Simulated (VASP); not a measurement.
# Nb (P6_3/mmc) in VASP: notebook

Nb is run at these levels: PBE; tasks: relaxation of shape and atoms at fixed volume.

Everything below comes from runs of VASP 6.6.1. Logs are shortened: lines on timing, memory, paths and dates and some standing lists are left out, and cuts for length are marked.

**1. The cell of the first run**

Symmetry: P6_3/mmc, No. 194, hexagonal system. Conventional cell: a = 2.522 Å, b = 2.522 Å, c = 4.607 Å, α = 90.00°, β = 90.00°, γ = 120.00°. Within 3.3 Å of Nb (site symmetry -6m2) lie 12 Nb at 2.52 to 2.73 Å.

**2. Relaxation of shape and atoms at fixed volume, PBE**

The input, INCAR:

```
SYSTEM = Nb
ALGO     = Normal         ! electronic algorithm
EDIFF    = 1E-6           ! SCF threshold, eV
EDIFFG   = -0.005         ! ionic threshold
ENCUT    = 600            ! plane-wave cutoff, eV
GGA      = PE             ! functional
IBRION   = 2              ! ionic algorithm
ISIF     = 4              ! what is computed and relaxed
ISMEAR   = -1             ! smearing method
LASPH    = .TRUE.         ! aspherical terms in the spheres
LCHARG   = .FALSE.        ! write CHGCAR
LREAL    = .FALSE.        ! projectors in reciprocal space
LWAVE    = .FALSE.        ! write WAVECAR
NELM     = 100            ! most SCF steps
NSW      = 50             ! ionic steps
PREC     = Accurate       ! precision mode
SIGMA    = 0.05           ! smearing width, eV
```

The input, KPOINTS:

```
k-points
0
G
  16 16 9
  0 0 0
```

The input, POSCAR:

```
Nb
1.0
    2.5223551424      0.0000000000      0.0000000000
   -1.2611775712      2.1844236307      0.0000000000
    0.0000000000      0.0000000000      4.6073838870
Nb
2
Direct
    0.3333333333      0.6666666667      0.2500000000
    0.6666666667      0.3333333333      0.7500000000
```

Potentials or basis: VASP PAW PBE potentials, release 64 (Nb_sv).

Command:

```console
$ cat potpaw_PBE.64/Nb_sv/POTCAR > POTCAR
$ mpirun -np 1 vasp_std > vasp.out
```

OUTCAR:

```text
SYSTEM = Nb
   EDIFF = 1E-6
   EDIFFG = -0.005
   ENCUT = 600
   GGA = PE
   IBRION = 2
   ISIF = 4
   ISMEAR = -1
   LASPH = .TRUE.
   LREAL = .FALSE.
   NELM = 100
   NSW = 50
   PREC = Accurate

 ion  position               nearest neighbor table
   1  0.333  0.667  0.250-   2 2.73   2 2.73   2 2.73   2 2.73   2 2.73   2 2.73
   2  0.667  0.333  0.750-   1 2.73   1 2.73   1 2.73   1 2.73   1 2.73   1 2.73

  LATTYP: Found a hexagonal cell.
 ALAT       =     2.5223551424
 C/A-ratio  =     1.8266198164

  Lattice vectors:

 A1 = (   2.5223551424,   0.0000000000,   0.0000000000)
 A2 = (  -1.2611775712,   2.1844236307,   0.0000000000)
 A3 = (   0.0000000000,   0.0000000000,   4.6073838870)

Analysis of symmetry for initial positions (statically):
=====================================================================
 Subroutine PRICEL returns:
 Original cell was already a primitive cell.

 Routine SETGRP: Setting up the symmetry group for a
 hexagonal supercell.

 Subroutine GETGRP returns: Found 24 space group operations
 (whereof 12 operations were pure point group operations)
 out of a pool of 24 trial point group operations.

The static configuration has the point symmetry D_3d.
 The point group associated with its full space group is D_6h.

Analysis of symmetry for dynamics (positions and initial velocities):
=====================================================================
 Subroutine PRICEL returns:
 Original cell was already a primitive cell.

 Routine SETGRP: Setting up the symmetry group for a
 hexagonal supercell.

 Subroutine GETGRP returns: Found 24 space group operations
 (whereof 12 operations were pure point group operations)
 out of a pool of 24 trial point group operations.

The dynamic configuration has the point symmetry D_3d.
 The point group associated with its full space group is D_6h.

 Subroutine INISYM returns: Found 24 space group operations
 (whereof 12 operations are pure point group operations),
 and found     1 'primitive' translations

----------------------------------------------------------------------------------------

                                     Primitive cell

  volume of cell :      25.3862

  direct lattice vectors                    reciprocal lattice vectors
     2.522355142  0.000000000  0.000000000     0.396454878  0.228893330  0.000000000
    -1.261177571  2.184423631  0.000000000     0.000000000  0.457786661  0.000000000
     0.000000000  0.000000000  4.607383887     0.000000000  0.000000000  0.217042909

  length of vectors
     2.522355142  2.522355142  4.607383887     0.457786661  0.457786661  0.217042909

  position of ions in fractional coordinates (direct lattice)
     0.333333333  0.666666667  0.250000000
     0.666666667  0.333333333  0.750000000

  ion indices of the primitive-cell ions
   primitive index   ion index
                 1           1
                 2           2

----------------------------------------------------------------------------------------

 KPOINTS: k-points

Automatic generation of k-mesh.
 Grid dimensions read from file:
 generate k-points for:   16   16    9

 Generating k-lattice:

  Cartesian coordinates                     Fractional coordinates (reciprocal lattice)
     0.024778430  0.014305833  0.000000000     0.062500000  0.000000000  0.000000000
     0.000000000  0.028611666  0.000000000     0.000000000  0.062500000  0.000000000
     0.000000000  0.000000000  0.024115879     0.000000000  0.000000000  0.111111111

  Length of vectors
     0.028611666  0.028611666  0.024115879

  Shift w.r.t. Gamma in fractional coordinates (k-lattice)
     0.000000000  0.000000000  0.000000000

 Subroutine IBZKPT returns following result:
 ===========================================

 Found    150 irreducible k-points:

 Following reciprocal coordinates:
            Coordinates               Weight
  0.000000  0.000000  0.000000      1.000000
  0.062500  0.000000  0.000000      6.000000
  0.125000  0.000000  0.000000      6.000000
  0.187500  0.000000  0.000000      6.000000
  0.250000  0.000000  0.000000      6.000000
  0.312500  0.000000  0.000000      6.000000
[... 16 lines left out ...]
  0.187500  0.187500  0.000000      6.000000
  0.250000  0.187500  0.000000     12.000000
 [... further k-points ...]
   k-points           NKPTS =    150   k-points in BZ     NKDIM =    150   number of bands    NBANDS=     17
   number of dos      NEDOS =    301   number of ions     NIONS =      2
   total plane-waves  NPLWV =  16000
   dimension x,y,z NGX =    20 NGY =   20 NGZ =   40
   dimension x,y,z NGXF=    40 NGYF=   40 NGZF=   80
   ions per type =               2
   NGX,Y,Z   is equivalent  to a cutoff of  13.18, 13.18, 14.43 a.u.
   NGXF,Y,Z  is equivalent  to a cutoff of  26.36, 26.36, 28.87 a.u.
 SYSTEM =  Nb
   PREC   = accura    normal or accurate (medium, high low for compatibility)
   ISTART =      0    job   : 0-new  1-cont  2-samecut
   ICHARG =      2    charge: 1-file 2-atom 10-const
   ISPIN  =      1    spin polarized calculation?
   LNONCOLLINEAR =      F non collinear calculations
   LSORBIT =      F    spin-orbit coupling
   LASPH  =      T    aspherical Exc in radial PAW
   ENCUT  =  600.0 eV  44.10 Ry    6.64 a.u.   5.04  5.04  9.20*2*pi/ulx,y,z
   NELM   =    100;   NELMIN=  2; NELMDL= -5     # of ELM steps
   EDIFF  = 0.1E-05   stopping-criterion for ELM
   LREAL  =      F    real-space projection
   EDIFFG = -.5E-02   stopping-criterion for IOM
   NSW    =     50    number of steps for IOM
   IBRION =      2    ionic relax: 0-MD 1-quasi-New 2-CG
   NFREE  =      1    steps in history (QN), initial steepest desc. (CG)
   ISIF   =      4    stress and relaxation
   ISYM   =      2    0-nonsym 1-usesym 2-fastsym
   POTIM  = 0.5000    time-step for ionic-motion
   TEBEG  =    0.0;   TEEND  =   0.0 temperature during run
   PSTRESS=    0.0 pullay stress
   NELECT =      26.0000    total number of electrons
   NUPDOWN=      -1.0000    fix difference up-down
   EMIN   =  10.00;   EMAX   =-10.00  energy-range for DOS
   EFERMI =   0.00;   METHOD = LEGACY
   ISMEAR =    -1;   SIGMA  =   0.05  broadening in eV -4-tet -1-fermi 0-gaus
   EFERMI_NEDOS =   21; number of points for ismear=-14 and -15
   IALGO  =     38    algorithm
   IMIX   =      4    mixing-type and parameters
     AMIX     =   0.40;   BMIX     =  1.00
     AMIX_MAG =   1.60;   BMIX_MAG =  1.00
  volume/ion in A,a.u.               =      12.69        85.66
  Fermi-wavevector in a.u.,A,eV,Ry     =   1.650188  3.118403 37.050307  2.723121
  Thomas-Fermi vector in A             =   2.739180
   LORBIT       =      0    0 simple, 1 ext, 2 COOP (PROOUT), +10 PAW based schemes
   GGA     = PE    functional components
   LHFCALC =     F    Hartree Fock is set to
   AEXX    =    0.0000 exact exchange contribution
   IVDW    =     0    specifies the selected vdW correction
   LEPSILON=     F    determine dielectric tensor
   LRPA    =     F    only Hartree local field effects (RPA)
 conjugate gradient relaxation of ions
 non-spin polarized calculation
  energy-cutoff  :      600.00
  volume of cell :       25.39
 maximum number of plane-waves:       866
   NGX = 11   NGY = 11   NGZ = 19

--------------------------------------- Ionic step        1  -------------------------------------------

 number of electron      26.0000000 magnetization

 Free energy of the ion-electron system (eV)
  ---------------------------------------------------
  ext. energy  EPLUGINS =         0.00000000
  ---------------------------------------------------
  free energy    TOTEN  =       -16.40740323 eV

  energy without entropy =      -16.39239941  energy(sigma->0) =      -16.39990132

------------------------ aborting loop because EDIFF is reached ----------------------------------------

  FORCE on cell =-STRESS in cart. coord.  units (eV):
  Direction    XX          YY          ZZ          XY          YZ          ZX
  --------------------------------------------------------------------------------------
  -------------------------------------------------------------------------------------
  Total       20.3194648     20.3194648     18.7464484      0.0000000      0.0000000      0.0000000
  in kB     1282.4054259   1282.4054259   1183.1289570      0.0000000      0.0000000      0.0000000
  external PRESSURE =    1249.3132696 kB  Pullay stress =       0.0000000 kB
[... 89 lines left out ...]
  FREE ENERGIE OF THE ION-ELECTRON SYSTEM (eV)
  ---------------------------------------------------
  free  energy   TOTEN  =       -16.4216414008 eV

  energy  without entropy=      -16.4082495379  energy(sigma->0) =      -16.41494547

[... ionic steps 4 to 14 ...]

--------------------------------------- Ionic step       15  -------------------------------------------

 number of electron      25.9999999 magnetization

------------------------ aborting loop because EDIFF is reached ----------------------------------------

  FORCE on cell =-STRESS in cart. coord.  units (eV):
  Direction    XX          YY          ZZ          XY          YZ          ZX
  --------------------------------------------------------------------------------------
  -------------------------------------------------------------------------------------
  Total       19.6432329     19.6432329     19.6176692     -0.0000000      0.0000000      0.0000000
  in kB     1239.7269661   1239.7269663   1238.1135893     -0.0000000      0.0000000      0.0000000
  external PRESSURE =    1239.1891739 kB  Pullay stress =       0.0000000 kB
[... 57 lines left out ...]
  energy  without entropy=      -16.4082298470  energy(sigma->0) =      -16.41493608

--------------------------------------- Ionic step       17  -------------------------------------------

 number of electron      25.9999999 magnetization

 Free energy of the ion-electron system (eV)
  ---------------------------------------------------
  ext. energy  EPLUGINS =         0.00000000
  ---------------------------------------------------
  free energy    TOTEN  =       -16.42164253 eV

  energy without entropy =      -16.40823988  energy(sigma->0) =      -16.41494121

 E-fermi :  17.4246     XC(G=0): -14.4137

 val. band max:       17.4100945359   @ k =   0.2500   0.2500   0.0000
 cond. band min:      17.4498903113   @ k =   0.1250   0.0625   0.0000
 fundamental gap:      0.0397957754
 Fermi energy:        17.4246346867

 k-point     1 :       0.0000    0.0000    0.0000
  band No.  band energies     occupation
      1     -37.6167      2.00000
      2     -36.9796      2.00000
      3     -15.0829      2.00000
      4     -11.8829      2.00000
      5     -11.6221      2.00000
      6     -11.6221      2.00000
[... 9 lines left out ...]
     16      20.1739      0.00000
     17      20.5362      0.00000
[... 443 lines left out ...]
      1     -36.7882      2.00000
      2     -36.4791      2.00000
      3     -14.3711      2.00000
      4     -14.1759      2.00000
      5     -13.7414      2.00000
      6     -12.8541      2.00000
[... 9 lines left out ...]
     16      19.8705      0.00000
     17      23.1484      0.00000

 [... further k-points ...]
[... 5 lines left out ...]
  --------------------------------------------------------------------------------------
  -------------------------------------------------------------------------------------
  Total       19.6341114     19.6341114     19.6355194      0.0000000     -0.0000000      0.0000000
  in kB     1239.1512896   1239.1512898   1239.2401558      0.0000000     -0.0000000      0.0000000
  external PRESSURE =    1239.1809118 kB  Pullay stress =       0.0000000 kB
[... 17 lines left out ...]
  FREE ENERGIE OF THE ION-ELECTRON SYSTEM (eV)
  ---------------------------------------------------
  free  energy   TOTEN  =       -16.4216425305 eV

  energy  without entropy=      -16.4082398823  energy(sigma->0) =      -16.41494121

 reached required accuracy - stopping structural energy minimisation
```

It took 3.3 min on 1 thread of Intel Xeon 6975P-C, shared host; peak memory 0.2 GiB.

What came out:

| Quantity | Value |
| --- | --- |
| Free energy | -16.4216 eV |
| Energy gained by relaxing | 7.1 meV/atom |
| Ionic steps | 17 |
| Pressure after relaxing | 123.9 GPa |
| Band gap on the k mesh | zero (band 13 reaches 19.70 eV, above the bottom of band 14 at 16.30 eV) |

The path:
| step | energy change (eV) | largest force (eV/Å) | pressure (GPa) | volume (Å³) |
| --- | --- | --- | --- | --- |
| 1 | 0.0000 | 0.0000 | 124.93 | 25.39 |
| 2 | -0.0118 | 0.0000 | 123.63 | 25.39 |
| 3 | -0.0142 | 0.0000 | 123.93 | 25.39 |
| 4 | -0.0142 | 0.0000 | 123.92 | 25.39 |
| 5 | -0.0142 | 0.0000 | 123.92 | 25.39 |
| 6 | -0.0142 | 0.0000 | 123.92 | 25.39 |
| 7 | -0.0142 | 0.0000 | 123.92 | 25.39 |
| 8 | -0.0142 | 0.0000 | 123.92 | 25.39 |
| 9 | -0.0142 | 0.0000 | 123.92 | 25.39 |
| 10 | -0.0142 | 0.0000 | 123.92 | 25.39 |
| 11 | -0.0142 | 0.0000 | 123.92 | 25.39 |
| 12 | -0.0142 | 0.0000 | 123.92 | 25.39 |
| 13 | -0.0142 | 0.0000 | 123.92 | 25.39 |
| 14 | -0.0142 | 0.0000 | 123.92 | 25.39 |
| 15 | -0.0142 | 0.0000 | 123.92 | 25.39 |
| 16 | -0.0142 | 0.0000 | 123.92 | 25.39 |
| 17 | -0.0142 | 0.0000 | 123.92 | 25.39 |

Final structure:
```yaml
crystal:
  lattice:
    - [2.54502, 0.00000, 0.00000]
    - [-1.27251, 2.20405, 0.00000]
    - [0.00000, 0.00000, 4.52570]
  atoms:
    - { symbol: Nb, position: [0.33333, 0.66667, 0.25000] }
    - { symbol: Nb, position: [0.66667, 0.33333, 0.75000] }
```

**3. Relaxation of shape and atoms at fixed volume, PBE**

This run uses another cell than the first one, of 14.19 Å³/atom, 1.118 times its volume.

The input, INCAR:

```
PREC = Accurate ; ENCUT = 600
EDIFF = 1E-7 ; ISMEAR = -1
SIGMA = 0.05 ; LREAL = F
LASPH = T ; NELM = 80
ALGO = Normal ; ISIF = 4
LWAVE = F ; LCHARG = F
GGA = PE ; IBRION = 2
NSW = 50 ; EDIFFG = -0.005
```

The input, KPOINTS:

```
Automatic mesh
0
Gamma
  16 16 9
```

The input, POSCAR:

```
Nb
1.0
    2.6176271962      0.0000000000      0.0000000000
   -1.3088135981      2.2669316495      0.0000000000
    0.0000000000      0.0000000000      4.7814097083
Nb
2
Direct
    0.3333333333      0.6666666667      0.2500000000
    0.6666666667      0.3333333333      0.7500000000
```

Potentials or basis: VASP PAW PBE potentials, release 64 (Nb_sv).

Command:

```console
$ cat potpaw_PBE.64/Nb_sv/POTCAR > POTCAR
$ mpirun -np 1 vasp_std > vasp.out
```

OUTCAR:

```text
PREC = Accurate
   ENCUT = 600
   EDIFF = 1E-7
   ISMEAR = -1
   LREAL = F
   LASPH = T
   NELM = 80
   ISIF = 4
   GGA = PE
   IBRION = 2
   NSW = 50
   EDIFFG = -0.005

 ion  position               nearest neighbor table
   1  0.333  0.667  0.250-   2 2.83   2 2.83   2 2.83   2 2.83   2 2.83   2 2.83
   2  0.667  0.333  0.750-   1 2.83   1 2.83   1 2.83   1 2.83   1 2.83   1 2.83

  LATTYP: Found a hexagonal cell.
 ALAT       =     2.6176271962
 C/A-ratio  =     1.8266198163

  Lattice vectors:

 A1 = (   2.6176271962,   0.0000000000,   0.0000000000)
 A2 = (  -1.3088135981,   2.2669316495,   0.0000000000)
 A3 = (   0.0000000000,   0.0000000000,   4.7814097083)

Analysis of symmetry for initial positions (statically):
=====================================================================
[... 251 lines left out ...]
  ext. energy  EPLUGINS =         0.00000000
  ---------------------------------------------------
  free energy    TOTEN  =       -18.22068457 eV

  energy without entropy =      -18.20483078  energy(sigma->0) =      -18.21275768

 E-fermi :  15.3776     XC(G=0): -13.7742

 val. band max:       15.3774919077   @ k =   0.2500   0.1250   0.1111
 cond. band min:      15.3809648383   @ k =   0.0000   0.0000   0.0000
 fundamental gap:      0.0034729305
 Fermi energy:        15.3775931456

 k-point     1 :       0.0000    0.0000    0.0000
  band No.  band energies     occupation
      1     -39.4132      2.00000
      2     -39.0069      2.00000
      3     -16.5190      2.00000
      4     -14.2329      2.00000
      5     -13.9588      2.00000
      6     -13.9588      2.00000
[... 457 lines left out ...]
      4     -15.9115      2.00000
      5     -15.5250      2.00000
      6     -14.8835      2.00000
[... 9 lines left out ...]
     16      17.5858      0.00000
     17      20.4528      0.00000

 [... further k-points ...]
[... 5 lines left out ...]
  --------------------------------------------------------------------------------------
  -------------------------------------------------------------------------------------
  Total       12.8327037     12.8327037     12.8394342      0.0000000      0.0000000      0.0000000
  in kB      724.6471209    724.6471208    725.0271800      0.0000000      0.0000000      0.0000000
  external PRESSURE =     724.7738072 kB  Pullay stress =       0.0000000 kB
[... 17 lines left out ...]
  FREE ENERGIE OF THE ION-ELECTRON SYSTEM (eV)
  ---------------------------------------------------
  free  energy   TOTEN  =       -18.2206845734 eV

  energy  without entropy=      -18.2048307838  energy(sigma->0) =      -18.21275768

 reached required accuracy - stopping structural energy minimisation
```

OSZICAR:

```text
N       E                     dE             d eps       ncg     rms          rms(c)
DAV:   1     0.361102652317E+03    0.36110E+03   -0.16819E+04  5100   0.185E+03
[... 24 lines left out ...]
       N       E                     dE             d eps       ncg     rms          rms(c)
DAV:   1    -0.182293242318E+02   -0.96792E-02   -0.43728E-01  5158   0.710E+00    0.498E-01
DAV:   2    -0.182228666075E+02    0.64576E-02   -0.21913E-02  6442   0.170E+00    0.258E-01
DAV:   3    -0.182206923482E+02    0.21743E-02   -0.82161E-03  8074   0.822E-01    0.349E-02
DAV:   4    -0.182206869188E+02    0.54295E-05   -0.31241E-04  6397   0.217E-01    0.151E-02
DAV:   5    -0.182206845171E+02    0.24017E-05   -0.12538E-05  8188   0.406E-02    0.398E-03
DAV:   6    -0.182206845734E+02   -0.56360E-07   -0.52309E-07  6533   0.756E-03
   3 F= -.18220685E+02 E0= -.18212758E+02  d E =-.592296E-02
```

CONTCAR:

```text
Nb
   1.00000000000000
     2.6328485330232638    0.0000000000000000    0.0000000000000000
    -1.3164242665116319    2.2801137138473893    0.0000000000000000
     0.0000000000000000    0.0000000000000000    4.7262838124521851
  Nb
     2
Direct
     0.3333333332999970    0.6666666667000030    0.2500000000000000
     0.6666666667000030    0.3333333332999970    0.7500000000000000

  0.00000000E+00  0.00000000E+00  0.00000000E+00
  0.00000000E+00  0.00000000E+00  0.00000000E+00
```

It took 1.8 min on 1 thread of Intel Xeon 6975P-C, shared host; peak memory 0.21 GiB.

Results:

| Item | Value |
| --- | --- |
| Free energy | -18.2207 eV |
| Energy gained by relaxing | 3.0 meV/atom |
| Ionic steps | 3 |
| Pressure after relaxing | 72.5 GPa |
| Band gap on the k mesh | zero (band 13 reaches 17.54 eV, above the bottom of band 14 at 14.41 eV) |

The path:
```tsv
step	energy change (eV)	largest force (eV/Å)	pressure (GPa)	volume (Å³)
1	0.0000	0.0000	72.64	28.37
2	-0.0049	0.0000	72.38	28.37
3	-0.0059	0.0000	72.48	28.37
```

Final structure:
```xyz
2
Lattice="2.6328 0.0000 0.0000 -1.3164 2.2801 0.0000 0.0000 0.0000 4.7263" Properties=species:S:1:pos:R:3 pbc="T T T"
Nb    0.0000    1.5201    1.1816
Nb    1.3164    0.7600    3.5447
```

Levels at points of the mesh, in eV from the Fermi level:
```csv
k point,band 10,band 11,band 12,band 13,band 14,band 15,band 16,band 17
"(0.00, 0.00, 0.00)",-4.81,-1.52,0.00,0.00,0.71,0.71,1.79,3.02
"(0.50, 0.00, 0.00)",-4.80,-4.26,-0.75,0.34,0.55,0.91,6.15,7.37
```
